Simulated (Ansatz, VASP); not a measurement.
## Ag: VASP beside Ansatz

POSCAR

```
Ag
1.0
    2.8904005511      0.0000000000      0.0000000000
   -1.4452002756      2.5031603044      0.0000000000
    0.0000000000      0.0000000000      4.7252623344
Ag
2
Direct
    0.6666666667      0.3333333333      0.7500000000
    0.3333333333      0.6666666667      0.2500000000
```

File INCAR.step1:

```
SYSTEM = Ag
ALGO = Normal
EDIFF = 1E-4
ENCUT = 520
GGA = PE
ISMEAR = -1
LASPH = .TRUE.
LCHARG = .FALSE.
LREAL = .FALSE.
LWAVE = .TRUE.
NBANDS = 18
NELM = 100
PREC = Accurate
SIGMA = 0.05
```

File INCAR.step2:

```
SYSTEM = Ag
ALGO = Normal
EDIFF = 1E-6
ENCUT = 520
ISIF = 2
ISMEAR = -1
ISTART = 1
LASPH = .TRUE.
LCHARG = .FALSE.
LMIXTAU = .TRUE.
LREAL = .FALSE.
LWAVE = .FALSE.
METAGGA = R2SCAN
NBANDS = 18
NELM = 100
PREC = Accurate
SIGMA = 0.05
```

Contents of KPOINTS:

```
k-points
0
G
  10 10 6
  0 0 0
```

input.yaml

```yaml
crystal:
  lattice:
    - [2.8904005511, 0.0, 0.0]
    - [-1.4452002756, 2.5031603044, 0.0]
    - [0.0, 0.0, 4.7252623344]
  atoms:
    - { symbol: Ag, position: [0.6666666667, 0.3333333333, 0.75] }
    - { symbol: Ag, position: [0.3333333333, 0.6666666667, 0.25] }
hamiltonian:
  xc: r2scan
  pseudopotentials: { kind: paw }
kpoints:
  mp_grid: { grid: [10, 10, 6] }
scf:
  occupations: { method: fermi_dirac, width: 0.05 }
output:
  forces: true
  stress: true
  eigenvalues: true
```

Alike in both runs: task single point; functional r2SCAN; k mesh 10 × 10 × 6; occupations fermi-dirac, width 0.05 eV; no spin polarisation.

|  | VASP | Ansatz |
| --- | --- | --- |
| version | VASP 6.6.1 | Ansatz 0.2.0 |
| potentials or method | VASP PAW PBE potentials, release 64 (Ag) | Ansatz PAW |
| plane-wave cutoff (eV) | 520 | 500 |
| valence electrons in the cell | 22 | 38 |

|  | VASP | Ansatz | Ansatz less VASP |
| --- | --- | --- | --- |
| gap on the k mesh at the Fermi level (eV) | none | none | - |
| pressure (GPa) | 1.8 | 1.7 | -0.16 |
| traceless stress, the component that is largest in VASP (GPa) | -0.48 | -0.48 | +0.001 |

VASP's potentials were made for PBE, not for r2SCAN. A gap of «none» marks a metal or a gap that the smearing closes. VASP's potentials hold 22 valence electrons a cell and Ansatz's 38, so a difference there can come from the potentials and not from the codes.
